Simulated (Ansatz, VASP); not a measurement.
# One calculation of PPb2, two programs

The input POSCAR:

```
PPb2
1.0
    6.3868108211      0.0000000000      0.0000000000
    0.0000000000      6.3868108211      0.0000000000
    0.0000000000      0.0000000000      4.1137512450
P Pb
2 4
Direct
    0.0000000000      0.0000000000      0.0000000000
    0.5000000000      0.5000000000      0.5000000000
    0.3060000000      0.3060000000      0.0000000000
    0.1940000000      0.8060000000      0.5000000000
    0.6940000000      0.6940000000      0.0000000000
    0.8060000000      0.1940000000      0.5000000000
```

File INCAR.step1:

```
SYSTEM = PPb2
PREC     = Accurate       ! precision mode
ENCUT    = 520            ! plane-wave cutoff, eV
ISMEAR   = 0              ! smearing method
SIGMA    = 0.1            ! smearing width, eV
LREAL    = .FALSE.        ! projectors in reciprocal space
LASPH    = .TRUE.         ! aspherical terms in the spheres
NELM     = 100            ! most SCF steps
NBANDS   = 42             ! bands
GGA      = PE             ! functional
ALGO     = Normal         ! electronic algorithm
EDIFF    = 1E-4           ! SCF threshold, eV
LWAVE    = .TRUE.         ! write WAVECAR
LCHARG   = .FALSE.        ! write CHGCAR
```

Contents of INCAR.step2:

```
SYSTEM = PPb2
PREC     = Accurate       ! precision mode
ENCUT    = 520            ! plane-wave cutoff, eV
EDIFF    = 1E-6           ! SCF threshold, eV
ISMEAR   = 0              ! smearing method
SIGMA    = 0.1            ! smearing width, eV
LREAL    = .FALSE.        ! projectors in reciprocal space
LASPH    = .TRUE.         ! aspherical terms in the spheres
NELM     = 100            ! most SCF steps
ALGO     = Normal         ! electronic algorithm
ISIF     = 2              ! what is computed and relaxed
LWAVE    = .FALSE.        ! write WAVECAR
LCHARG   = .TRUE.         ! write CHGCAR
METAGGA  = R2SCAN         ! meta-GGA
LMIXTAU  = .TRUE.       
LELF     = .TRUE.         ! ELF
LVHAR    = .TRUE.       
NBANDS   = 42             ! bands
ISTART   = 1
```

File KPOINTS:

```
Automatic mesh
0
G
  4 4 4
  0 0 0
```

Input for Ansatz:

```yaml
crystal:
  lattice:
    - [6.3868108211, 0.0, 0.0]
    - [0.0, 6.3868108211, 0.0]
    - [0.0, 0.0, 4.113751245]
  atoms:
    - { symbol: P, position: [0.0, 0.0, 0.0] }
    - { symbol: P, position: [0.5, 0.5, 0.5] }
    - { symbol: Pb, position: [0.306, 0.306, 0.0] }
    - { symbol: Pb, position: [0.194, 0.806, 0.5] }
    - { symbol: Pb, position: [0.694, 0.694, 0.0] }
    - { symbol: Pb, position: [0.806, 0.194, 0.5] }
basis:
  ecutwfc: 500
kpoints:
  mp_grid: { grid: [4, 4, 4] }
hamiltonian:
  xc: r2scan
scf:
  occupations: { method: gaussian, width: 0.1 }
  lower_state_search: "off"
output:
  forces: true
  stress: true
  eigenvalues: true
```

Alike in both runs: task single point; functional r2SCAN; k mesh 4 × 4 × 4; occupations gaussian, width 0.1 eV; no spin polarisation.

```csv
,VASP,Ansatz
version,VASP 6.6.1,Ansatz 0.2.0
potentials or method,"VASP PAW PBE potentials, release 64 (P, Pb_d), cutoff 520 eV","scalar-relativistic, plane waves, PAW"
valence electrons in the cell,66,66
```

|  | VASP | Ansatz | Ansatz less VASP |
| --- | --- | --- | --- |
| gap on the k mesh at the Fermi level (eV) | none | none | - |
| pressure (GPa) | 7.5 | 7.5 | 0.00 |
| traceless stress, the component that is largest in VASP (GPa) | -0.95 | -0.94 | +0.004 |
| rms of the force components (eV/Å) | 0.330 | 0.329 | -0.0006 |

VASP's potentials were made for PBE, not for r2SCAN. Atom by atom the forces differ by 0.001 eV/Å (rms over components). A gap of «none» marks a metal or a gap that the smearing closes. With one functional, cell and mesh, what is left measures potentials, basis and numerics.

The k mesh is coarse, so the values compare programs but aren't converged. Neither program's run includes spin-orbit coupling.
